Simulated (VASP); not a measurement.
Set up this calculation in VASP 6.6.1, as the native input.

| Quantity | Value |
| --- | --- |
| Task | single point |
| Functional | LDA |
| Potentials or basis | VASP PAW LDA potentials, release 64 (Li_sv, F) |
| Cutoff | 520 eV |
| k mesh | 10 × 10 × 10 |
| Occupations | fermi-dirac, width 0.02 eV |
| Spin | no spin polarisation |
| Dipole correction | no |
| Further INCAR settings | ALGO = Normal; EDIFF = 1e-06; NBANDS = 12 |

The structure of LiF lies in POSCAR:

```
LiF
1.0
    0.0000000000      1.9546368597      1.9546368597
    1.9546368597      0.0000000000      1.9546368597
    1.9546368597      1.9546368597      0.0000000000
Li F
1 1
Direct
    0.0000000000      0.0000000000      0.0000000000
    0.5000000000      0.5000000000      0.5000000000
```

One way to write it, as run:

INCAR

```
ALGO = Normal ; EDIFF = 1E-6
ENCUT = 520 ; ISIF = 2
ISMEAR = -1 ; LASPH = True
LCHARG = False ; LREAL = False
LWAVE = False ; NBANDS = 12
NELM = 100 ; PREC = Accurate
SIGMA = 0.02
```

KPOINTS

```
k-points
0
Gamma
  10 10 10
```

Potentials or basis: VASP PAW LDA potentials, release 64 (Li_sv, F).

The run is started by

```sh
$ cat potpaw_LDA.64/Li_sv/POTCAR potpaw_LDA.64/F/POTCAR > POTCAR
$ mpirun -np 1 vasp_std > vasp.out
```

It gave:

```
Band gap on the k mesh : 9.69 eV, direct
```

It took 6.1 s on 1 thread of Intel(R) Xeon(R) Platinum 8375C CPU @ 2.90GHz (Ice Lake), on a shared host, peak memory 0.12 GiB.
